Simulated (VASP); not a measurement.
# CuCl2 (I4/mmm) in VASP: a series of runs

Runs on CuCl2. Level: PBEsol. Tasks: single point.

Program: VASP 6.6.1. These are calculated values, not measurements. Logs are shortened: lines on timing, memory, paths and dates and some standing lists are left out, and cuts for length are marked.

## Step 1: The cell of the first run

Symmetry: I4/mmm, No. 139, tetragonal system. Conventional cell: a = 4.418 Å, b = 4.418 Å, c = 13.440 Å, α = 90.00°, β = 90.00°, γ = 90.00°. Cu (site symmetry 4/mmm) has 4 Cl at 2.21 Å within 2.9 Å. Cl (site symmetry mmm) has 2 Cu at 2.21 Å within 2.9 Å.

## Step 2: Single point, PBEsol

Contents of INCAR:

```
SYSTEM = CuCl2
PREC     = Accurate       ! precision mode
ENCUT    = 520            ! plane-wave cutoff, eV
EDIFF    = 1E-6           ! SCF threshold, eV
ISMEAR   = -1             ! smearing method
SIGMA    = 0.05           ! smearing width, eV
LREAL    = .FALSE.        ! projectors in reciprocal space
LASPH    = .TRUE.         ! aspherical terms in the spheres
NELM     = 80             ! most SCF steps
ALGO     = Normal         ! electronic algorithm
ISIF     = 2              ! what is computed and relaxed
LWAVE    = .FALSE.        ! write WAVECAR
LCHARG   = .TRUE.         ! write CHGCAR
GGA      = PS             ! functional
LELF     = .TRUE.         ! ELF
LVHAR    = .TRUE.       
NBANDS   = 20             ! bands
```

Contents of KPOINTS:

```
regular mesh
0
G
  8 8 8
  0 0 0
```

Contents of POSCAR:

```
CuCl2
1.0
   -2.2088285535      2.2088285535      6.7198656859
    2.2088285535     -2.2088285535      6.7198656859
    2.2088285535      2.2088285535     -6.7198656859
Cu Cl
1 2
Direct
    0.0000000000      0.0000000000      0.0000000000
    0.0000000000      0.5000000000      0.5000000000
    0.5000000000      0.0000000000      0.5000000000
```

Potentials or basis: VASP PAW PBE potentials, release 64 (Cu, Cl).

Launch:

```bash
$ cat potpaw_PBE.64/Cu/POTCAR potpaw_PBE.64/Cl/POTCAR > POTCAR
$ mpirun -np 1 vasp_std > vasp.out
```

OUTCAR:

```text
SYSTEM = CuCl2
   PREC = Accurate
   ENCUT = 520
   EDIFF = 1E-6
   ISMEAR = -1
   LREAL = .FALSE.
   LASPH = .TRUE.
   NELM = 80
   ISIF = 2
   GGA = PS

 ion  position               nearest neighbor table
   1  0.000  0.000  0.000-   2 2.21   3 2.21   2 2.21   3 2.21
   2  0.000  0.500  0.500-   1 2.21   1 2.21
   3  0.500  0.000  0.500-   1 2.21   1 2.21

  LATTYP: Found a body centered tetragonal cell.
 ALAT       =     4.4176571070
 C/A-ratio  =     3.0422758141

  Lattice vectors:

 A1 = (  -2.2088285535,   2.2088285535,   6.7198656859)
 A2 = (   2.2088285535,  -2.2088285535,   6.7198656859)
 A3 = (   2.2088285535,   2.2088285535,  -6.7198656859)

Analysis of symmetry for initial positions (statically):
=====================================================================
 Subroutine PRICEL returns:
 Original cell was already a primitive cell.

 Routine SETGRP: Setting up the symmetry group for a
 body centered tetragonal supercell.

 Subroutine GETGRP returns: Found 16 space group operations
 (whereof 16 operations were pure point group operations)
 out of a pool of 16 trial point group operations.

The static configuration has the point symmetry D_4h.

Analysis of symmetry for dynamics (positions and initial velocities):
=====================================================================
 Subroutine PRICEL returns:
 Original cell was already a primitive cell.

 Routine SETGRP: Setting up the symmetry group for a
 body centered tetragonal supercell.

 Subroutine GETGRP returns: Found 16 space group operations
 (whereof 16 operations were pure point group operations)
 out of a pool of 16 trial point group operations.

The dynamic configuration has the point symmetry D_4h.

 Subroutine INISYM returns: Found 16 space group operations
 (whereof 16 operations are pure point group operations),
 and found     1 'primitive' translations

----------------------------------------------------------------------------------------

                                     Primitive cell

  volume of cell :     131.1428

  direct lattice vectors                    reciprocal lattice vectors
    -2.208828554  2.208828554  6.719865686     0.000000000  0.226364332  0.074406249
     2.208828554 -2.208828554  6.719865686     0.226364332  0.000000000  0.074406249
     2.208828554  2.208828554 -6.719865686     0.226364332  0.226364332  0.000000000

  length of vectors
     7.410427922  7.410427922  7.410427922     0.238279459  0.238279459  0.320127508

  position of ions in fractional coordinates (direct lattice)
     0.000000000  0.000000000  0.000000000
     0.000000000  0.500000000  0.500000000
     0.500000000  0.000000000  0.500000000

  ion indices of the primitive-cell ions
   primitive index   ion index
                 1           1
                 2           2
                 3           3

----------------------------------------------------------------------------------------

 KPOINTS: regular mesh

Automatic generation of k-mesh.
 Grid dimensions read from file:
 generate k-points for:    8    8    8

 Generating k-lattice:

  Cartesian coordinates                     Fractional coordinates (reciprocal lattice)
     0.000000000  0.028295541  0.009300781     0.125000000  0.000000000  0.000000000
     0.028295541  0.000000000  0.009300781     0.000000000  0.125000000  0.000000000
     0.028295541  0.028295541  0.000000000     0.000000000  0.000000000  0.125000000

  Length of vectors
     0.029784932  0.029784932  0.040015939

  Shift w.r.t. Gamma in fractional coordinates (k-lattice)
     0.000000000  0.000000000  0.000000000

 Subroutine IBZKPT returns following result:
 ===========================================

 Found     59 irreducible k-points:

 Following reciprocal coordinates:
            Coordinates               Weight
  0.000000  0.000000  0.000000      1.000000
  0.125000  0.000000  0.000000      8.000000
  0.250000  0.000000  0.000000      8.000000
  0.375000  0.000000  0.000000      8.000000
  0.500000  0.000000  0.000000      4.000000
  0.125000  0.125000  0.000000      8.000000
[... 16 lines left out ...]
  0.250000  0.125000  0.125000     16.000000
  0.375000  0.125000  0.125000      8.000000
 [... further k-points ...]
   k-points           NKPTS =     59   k-points in BZ     NKDIM =     59   number of bands    NBANDS=     20
   number of dos      NEDOS =    301   number of ions     NIONS =      3
   total plane-waves  NPLWV = 175616
   dimension x,y,z NGX =    56 NGY =   56 NGZ =   56
   dimension x,y,z NGXF=   112 NGYF=  112 NGZF=  112
   ions per type =               1   2
   NGX,Y,Z   is equivalent  to a cutoff of  12.56, 12.56, 12.56 a.u.
   NGXF,Y,Z  is equivalent  to a cutoff of  25.13, 25.13, 25.13 a.u.
 SYSTEM =  CuCl2
   PREC   = accura    normal or accurate (medium, high low for compatibility)
   ISTART =      0    job   : 0-new  1-cont  2-samecut
   ICHARG =      2    charge: 1-file 2-atom 10-const
   ISPIN  =      1    spin polarized calculation?
   LNONCOLLINEAR =      F non collinear calculations
   LSORBIT =      F    spin-orbit coupling
   LASPH  =      T    aspherical Exc in radial PAW
   ENCUT  =  520.0 eV  38.22 Ry    6.18 a.u.  13.78 13.78 13.78*2*pi/ulx,y,z
   NELM   =     80;   NELMIN=  2; NELMDL= -5     # of ELM steps
   EDIFF  = 0.1E-05   stopping-criterion for ELM
   LREAL  =      F    real-space projection
   EDIFFG = 0.1E-04   stopping-criterion for IOM
   NSW    =      0    number of steps for IOM
   IBRION =     -1    ionic relax: 0-MD 1-quasi-New 2-CG
   NFREE  =      0    steps in history (QN), initial steepest desc. (CG)
   ISIF   =      2    stress and relaxation
   ISYM   =      2    0-nonsym 1-usesym 2-fastsym
   POTIM  = 0.5000    time-step for ionic-motion
   TEBEG  =    0.0;   TEEND  =   0.0 temperature during run
   PSTRESS=    0.0 pullay stress
   NELECT =      25.0000    total number of electrons
   NUPDOWN=      -1.0000    fix difference up-down
   EMIN   =  10.00;   EMAX   =-10.00  energy-range for DOS
   EFERMI =   0.00;   METHOD = LEGACY
   ISMEAR =    -1;   SIGMA  =   0.05  broadening in eV -4-tet -1-fermi 0-gaus
   EFERMI_NEDOS =   21; number of points for ismear=-14 and -15
   IALGO  =     38    algorithm
   IMIX   =      4    mixing-type and parameters
     AMIX     =   0.40;   BMIX     =  1.00
     AMIX_MAG =   1.60;   BMIX_MAG =  1.00
  volume/ion in A,a.u.               =      43.71       295.00
  Fermi-wavevector in a.u.,A,eV,Ry     =   0.942193  1.780487 12.078273  0.887728
  Thomas-Fermi vector in A             =   2.069779
   LORBIT       =      0    0 simple, 1 ext, 2 COOP (PROOUT), +10 PAW based schemes
   GGA     = PS    functional components
   LHFCALC =     F    Hartree Fock is set to
   AEXX    =    0.0000 exact exchange contribution
   IVDW    =     0    specifies the selected vdW correction
   LEPSILON=     F    determine dielectric tensor
   LRPA    =     F    only Hartree local field effects (RPA)
 non-spin polarized calculation
  energy-cutoff  :      520.00
  volume of cell :      131.14
 maximum number of plane-waves:      3553
   NGX = 27   NGY = 27   NGZ = 27

 number of electron      24.9999997 magnetization

 Free energy of the ion-electron system (eV)
  ---------------------------------------------------
  ext. energy  EPLUGINS =         0.00000000
  ---------------------------------------------------
  free energy    TOTEN  =        -9.12826153 eV

  energy without entropy =       -9.11268181  energy(sigma->0) =       -9.12047167

 E-fermi :  -2.7550     XC(G=0):  -5.4648

 val. band max:       -2.8430577937   @ k =  -0.3750   0.3750   0.0000
 cond. band min:      -2.6679282306   @ k =   0.5000   0.3750   0.0000
 fundamental gap:      0.1751295631
 Fermi energy:        -2.7550058237

 k-point     1 :       0.0000    0.0000    0.0000
  band No.  band energies     occupation
      1     -17.6740      2.00000
      2     -16.3579      2.00000
      3      -6.8738      2.00000
      4      -6.8738      2.00000
      5      -5.3594      2.00000
      6      -4.9294      2.00000
[... 12 lines left out ...]
     19       7.4641      0.00000
     20       7.7315      0.00000

 k-point     2 :       0.1250    0.0000    0.0000
  band No.  band energies     occupation
      1     -17.6195      2.00000
      2     -16.3971      2.00000
      3      -7.1147      2.00000
      4      -6.8266      2.00000
      5      -5.3848      2.00000
      6      -5.0417      2.00000
[... 12 lines left out ...]
     19       7.5734      0.00000
     20       7.9021      0.00000

 k-point     3 :       0.2500    0.0000    0.0000
  band No.  band energies     occupation
      1     -17.4661      2.00000
      2     -16.5139      2.00000
      3      -7.5862      2.00000
      4      -6.6912      2.00000
      5      -5.4485      2.00000
      6      -5.3134      2.00000
[... 12 lines left out ...]
     19       7.9009      0.00000
     20       8.2754      0.00000

 k-point     4 :       0.3750    0.0000    0.0000
  band No.  band energies     occupation
      1     -17.2452      2.00000
      2     -16.6985      2.00000
      3      -7.9679      2.00000
      4      -6.4950      2.00000
      5      -5.6260      2.00000
      6      -5.5134      2.00000
[... 12 lines left out ...]
     19       7.9694      0.00000
     20       8.4276      0.00000

 k-point     5 :       0.5000    0.0000    0.0000
  band No.  band energies     occupation
      1     -17.0657      2.00000
      2     -16.8631      2.00000
      3      -8.1088      2.00000
      4      -6.3622      2.00000
      5      -5.8029      2.00000
      6      -5.5400      2.00000
[... 12 lines left out ...]
     19       7.3612      0.00000
     20       8.5860      0.00000

 k-point     6 :       0.1250    0.1250    0.0000
  band No.  band energies     occupation
      1     -17.5667      2.00000
      2     -16.4312      2.00000
      3      -7.2308      2.00000
      4      -6.9373      2.00000
      5      -5.4019      2.00000
      6      -5.2366      2.00000
[... 12 lines left out ...]
     19       7.6581      0.00000
     20       8.0979      0.00000

 k-point     7 :       0.2500    0.1250    0.0000
  band No.  band energies     occupation
      1     -17.4183      2.00000
      2     -16.5342      2.00000
      3      -7.6788      2.00000
      4      -6.9025      2.00000
      5      -5.6146      2.00000
      6      -5.4505      2.00000
[... 12 lines left out ...]
     19       7.6116      0.00000
     20       8.4128      0.00000
[... 277 lines left out ...]
 k-point    20 :      -0.3750    0.3750    0.0000
  band No.  band energies     occupation
      1     -16.9666      2.00000
      2     -16.7569      2.00000
      3      -8.8255      2.00000
      4      -7.2920      2.00000
      5      -6.7703      2.00000
      6      -5.4887      2.00000
[... 12 lines left out ...]
     19       7.2530      0.00000
     20       7.4038      0.00000

 k-point    21 :       0.5000    0.5000    0.0000
  band No.  band energies     occupation
      1     -16.8194      2.00000
      2     -16.8194      2.00000
      3      -9.1677      2.00000
      4      -7.3617      2.00000
      5      -7.0039      2.00000
      6      -5.5005      2.00000
[... 12 lines left out ...]
     19       6.7450      0.00000
     20       7.2616      0.00000

 k-point    22 :       0.1250    0.1250    0.1250
  band No.  band energies     occupation
      1     -17.2860      2.00000
      2     -16.5994      2.00000
      3      -8.0273      2.00000
      4      -7.1153      2.00000
      5      -6.0881      2.00000
      6      -5.4590      2.00000
[... 12 lines left out ...]
     19       7.5192      0.00000
     20       8.5615      0.00000

 k-point    23 :       0.2500    0.1250    0.1250
  band No.  band energies     occupation
      1     -17.1014      2.00000
      2     -16.7157      2.00000
      3      -8.4202      2.00000
      4      -7.1537      2.00000
      5      -6.4346      2.00000
      6      -5.4951      2.00000
[... 12 lines left out ...]
     19       7.6905      0.00000
     20       8.1636      0.00000

 k-point    24 :       0.3750    0.1250    0.1250
  band No.  band energies     occupation
      1     -16.9470      2.00000
      2     -16.8414      2.00000
      3      -8.5767      2.00000
      4      -7.1494      2.00000
      5      -6.5630      2.00000
      6      -5.5194      2.00000
[... 12 lines left out ...]
     19       6.9894      0.00000
     20       8.1588      0.00000

 [... further k-points ...]

------------------------ aborting loop because EDIFF is reached ----------------------------------------

  FORCE on cell =-STRESS in cart. coord.  units (eV):
  Direction    XX          YY          ZZ          XY          YZ          ZX
  --------------------------------------------------------------------------------------
  -------------------------------------------------------------------------------------
  Total        0.8001818      0.8001818      0.0004270      0.0000000     -0.0000000      0.0000000
  in kB        9.7758528      9.7758528      0.0052169      0.0000000     -0.0000000      0.0000000
  external PRESSURE =       6.5189741 kB  Pullay stress =       0.0000000 kB

 VOLUME and BASIS-vectors are now :
 -----------------------------------------------------------------------------
  energy-cutoff  :      520.00
  volume of cell :      131.14
      direct lattice vectors                 reciprocal lattice vectors
    -2.208828554  2.208828554  6.719865686     0.000000000  0.226364332  0.074406249
     2.208828554 -2.208828554  6.719865686     0.226364332  0.000000000  0.074406249
     2.208828554  2.208828554 -6.719865686     0.226364332  0.226364332  0.000000000

 POSITION                                       TOTAL-FORCE (eV/Angst)
 -----------------------------------------------------------------------------------
      0.00000      0.00000      0.00000        -0.000000      0.000000      0.000000
      2.20883      0.00000      0.00000         0.000000     -0.000000     -0.000000
      0.00000      2.20883      0.00000        -0.000000     -0.000000      0.000000
 -----------------------------------------------------------------------------------
    total drift:                               -0.000000      0.000000      0.000000

  FREE ENERGIE OF THE ION-ELECTRON SYSTEM (eV)
  ---------------------------------------------------
  free  energy   TOTEN  =        -9.1282615272 eV

  energy  without entropy=       -9.1126818087  energy(sigma->0) =       -9.12047167
```

Wall time 3.3 min (1 thread of Intel Xeon 6975P-C (Granite Rapids), shared host); peak memory 0.49 GiB.

Results:

| Quantity | Value |
| --- | --- |
| Free energy | -9.1283 eV |
| Pressure | 0.7 GPa |
| Band gap on the k mesh | zero (an odd number of electrons rules out a gap without spin polarisation) |

Levels at points of the mesh, in eV from the Fermi level:
| k point | band 9 | band 10 | band 11 | band 12 | band 13 | band 14 | band 15 | band 16 | band 17 | band 18 |
| --- | --- | --- | --- | --- | --- | --- | --- | --- | --- | --- |
| (0.00, 0.00, 0.00) | -1.71 | -1.47 | -1.08 | -0.73 | -0.73 | 3.30 | 5.74 | 8.10 | 8.92 | 10.22 |
| (0.50, 0.00, 0.00) | -1.70 | -1.51 | -0.60 | -0.47 | -0.39 | 6.46 | 6.77 | 8.11 | 8.27 | 9.96 |
| (0.50, 0.50, 0.00) | -0.91 | -0.36 | -0.36 | 0.25 | 2.16 | 5.17 | 8.30 | 8.36 | 8.71 | 8.72 |
| (0.50, 0.50, 0.50) | -1.71 | -1.47 | -1.08 | -0.73 | -0.73 | 3.38 | 6.14 | 7.29 | 9.69 | 10.09 |

Caveat: the PAW data sets were made with another functional, which shifts forces and pressure a little; an odd number of electrons without spin polarisation forces a metal; a magnetic or distorted state may lie lower. With open d or f shells a metallic result of PBEsol can be an artefact of self-interaction; +U or a hybrid may open a gap.

[end of part 1 of 2]

The gap in the log of VASP goes by the Fermi energy; the results here count the filled bands.